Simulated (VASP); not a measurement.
A run of VASP 6.6.1 is set up as follows.

The input INCAR:

```
SYSTEM = Sn5Ge12
ALGO = Normal ; EDIFF = 1E-7
ENCUT = 520 ; GGA = PE
ISIF = 2 ; ISMEAR = -1
ISYM = 0 ; LASPH = .True.
LCHARG = .False. ; LREAL = Auto
LWAVE = .False. ; NBANDS = 133
NELM = 80 ; PREC = Accurate
SIGMA = 0.05
```

Contents of KPOINTS:

```
Automatic mesh
0
Gamma
  1 1 1
  0.25 0.25 0.25
```

Contents of POSCAR:

```
Sn5Ge12
1.0
    7.0815660000     -0.0735080000      0.0306640000
   -0.0735080000      7.7150240000     -0.3469720000
    0.0306640000     -0.3469720000      7.5368430000
Sn Ge
5 12
Direct
    0.3166064659      0.8751089164      0.3757801337
    0.8621979092      0.4053826941      0.2359924450
    0.6410250611      0.6912708728      0.9040784377
    0.3654840441      0.4584536082      0.2250400284
    0.8221333353      0.3418593390      0.6821980665
    0.4341312396      0.1321311288      0.0250674721
    0.2442338712      0.8454452711      0.9156572121
    0.6856157288      0.9781399895      0.6590164433
    0.1661038294      0.2100667170      0.4341036242
    0.6989062908      0.7181027069      0.3655840078
    0.2657841591      0.2708302212      0.7638639279
    0.6000933564      0.1274005400      0.3595176598
    0.0363409065      0.5548866399      0.9159626610
   -0.0247998527      0.8289437996      0.1856181362
    0.0369347887      0.7613282954      0.6460206260
    0.8117852896      0.1036668706      0.0181071726
    0.3488983004      0.5306965526      0.5921308467
```

Potentials or basis: VASP PAW PBE potentials, release 64 (Sn_d, Ge_d).

Command:

```console
$ cat potpaw_PBE.64/Sn_d/POTCAR potpaw_PBE.64/Ge_d/POTCAR > POTCAR
$ mpirun -np 1 vasp_std > vasp.out
```

What does it give for the largest force?

1.069 eV/Å.

Estimate the band gap on the k mesh.

0.45 eV.

Forces on the atoms (eV/Å):
```
Sn  -0.510 -0.255  0.050
Sn   0.119 -0.313 -0.001
Sn  -0.282  0.084  0.009
Sn   0.070 -0.073 -0.579
Sn  -0.018 -0.503 -0.251
Ge   0.211  0.226 -0.030
Ge  -0.147  0.070  0.220
Ge   0.229 -0.285  0.107
Ge  -0.205  0.331  0.533
Ge  -0.294  0.398  0.265
Ge  -0.333 -0.309  0.147
Ge   0.253  0.218 -0.264
Ge   0.610 -0.315  0.310
Ge   0.382  0.872 -0.486
Ge   0.116  0.198 -0.274
Ge  -0.082 -0.683  0.098
Ge  -0.117  0.339  0.145
```

Caveat: the k points lie up to 0.89 Å⁻¹ apart; spin-orbit coupling is left out, which moves the levels of the heavy elements.
